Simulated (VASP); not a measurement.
Here is a VASP 6.6.1 calculation.

File INCAR:

```
SYSTEM = Ti3Al5
ALGO = Fast
EDIFF = 1E-7
EDIFFG = -0.01
ENCUT = 600
GGA = PS
IBRION = 2
ISIF = 4
ISMEAR = 0
LASPH = .True.
LCHARG = .False.
LREAL = .False.
LWAVE = .False.
NELM = 60
NSW = 50
PREC = Accurate
SIGMA = 0.1
```

The input KPOINTS:

```
k-points
0
Gamma
  10 10 4
  0 0 0
```

POSCAR

```
Ti3Al5
1.0
    3.9217460872      0.0000000000      0.0000000000
    0.0000000000      3.9217460872      0.0000000000
    0.0000000000      0.0000000000      8.3790376731
Ti Al
3 5
Direct
    0.0000000000      0.0000000000      0.5000000000
    0.5000000000      0.5000000000      0.0000000000
    0.5000000000      0.5000000000      0.5000000000
    0.0000000000      0.5000000000      0.2523516175
    0.0000000000      0.5000000000      0.7476483825
    0.5000000000      0.0000000000      0.2523516175
    0.5000000000      0.0000000000      0.7476483825
    0.0000000000      0.0000000000      0.0000000000
```

Potentials or basis: VASP PAW PBE potentials, release 64 (Ti_sv, Al).

Run with:

```console
$ cat potpaw_PBE.64/Ti_sv/POTCAR potpaw_PBE.64/Al/POTCAR > POTCAR
$ mpirun -np 1 vasp_std > vasp.out
```

(1) What does it give for the band gap on the k mesh?

## Answers

(1) zero (an odd number of electrons rules out a gap without spin polarisation).
